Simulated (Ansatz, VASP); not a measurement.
## AlIn2Sb3: VASP beside Ansatz

```xyz
6
Lattice="5.3077 0.0000 0.0000 -2.6538 4.5966 0.0000 0.0000 0.0000 6.5735" Properties=species:S:1:pos:R:3 pbc="T T T"
Al    0.0000    0.0000    0.0000
In    2.6538    1.5322    1.6465
In    2.6538    1.5322    4.9270
Sb    0.0000    0.0000    3.2868
Sb    0.0000    3.0644    0.0000
Sb    0.0000    3.0644    3.2868
```

Change from the starting cell: species swapped into the Ce2CuGe3 type (P-6m2, No. 187).

Alike in both runs: functional PBE; k mesh 6 × 6 × 2; occupations gaussian, width 0.1 eV; no spin polarisation.

Ansatz relaxed the structure, and its values are those at the end. VASP's run is a single point on that final structure, the one shown.

|  | VASP | Ansatz |
| --- | --- | --- |
| version | VASP 6.6.1 | Ansatz 0.2.0 |
| potentials or method | VASP PAW PBE potentials, release 64 (Al, In_d, Sb), cutoff 520 eV | scalar-relativistic, plane waves, PAW |
| valence electrons in the cell | 44 | 74 |

```csv
,VASP,Ansatz,Ansatz less VASP
gap on the k mesh at the Fermi level (eV),none,none,-
pressure (GPa),-0.2,-0.2,+0.02
```

A gap of «none» marks a metal or a gap that the smearing closes. The functional is the same, so the differences come from potentials, cutoffs and numerics. VASP's potentials hold 44 valence electrons a cell and Ansatz's 74, so a difference there can come from the potentials and not from the codes.

The k mesh is coarse, so the values compare programs but aren't converged. Neither program's run includes spin-orbit coupling.
